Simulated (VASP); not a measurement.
Here is a VASP 6.6.1 calculation.

File INCAR:

```
  ALGO = Normal
  EDIFF = 1E-6
  EDIFFG = -0.01
  ENCUT = 600
  GGA = PE
  IBRION = 2
  ISIF = 3
  ISMEAR = 0
  LASPH = True
  LCHARG = False
  LREAL = False
  LWAVE = False
  NELM = 100
  NSW = 100
  PREC = Accurate
  SIGMA = 0.1
```

File KPOINTS:

```
k-points
0
Gamma
  10 10 10
```

File POSCAR:

```
AlMo3C
1.0
    4.1447507606      0.0000000000      0.0000000000
    0.0000000000      4.1447507606      0.0000000000
    0.0000000000      0.0000000000      4.1447507606
Al Mo C
1 3 1
Direct
    0.0000000000      0.0000000000      0.0000000000
    0.0000000000      0.5000000000      0.5000000000
    0.5000000000      0.0000000000      0.5000000000
    0.5000000000      0.5000000000      0.0000000000
    0.5000000000      0.5000000000      0.5000000000
```

Potentials or basis: VASP PAW PBE potentials, release 64 (Al, Mo_sv, C).

Launch:

```console
$ cat potpaw_PBE.64/Al/POTCAR potpaw_PBE.64/Mo_sv/POTCAR potpaw_PBE.64/C/POTCAR > POTCAR
$ mpirun -np 1 vasp_std > vasp.out
```

Problem. Predict the band gap on the k mesh.

Solution. Zero (an odd number of electrons rules out a gap without spin polarisation).

Final structure:
```
CELL_PARAMETERS angstrom
4.14475 0.00000 0.00000
0.00000 4.14475 0.00000
0.00000 0.00000 4.14475
ATOMIC_POSITIONS crystal
Al 0.00000 0.00000 0.00000
Mo 0.00000 0.50000 0.50000
Mo 0.50000 0.00000 0.50000
Mo 0.50000 0.50000 0.00000
C 0.50000 0.50000 0.50000
```

Caveat: the relaxation stopped at its first step, so nothing moved.
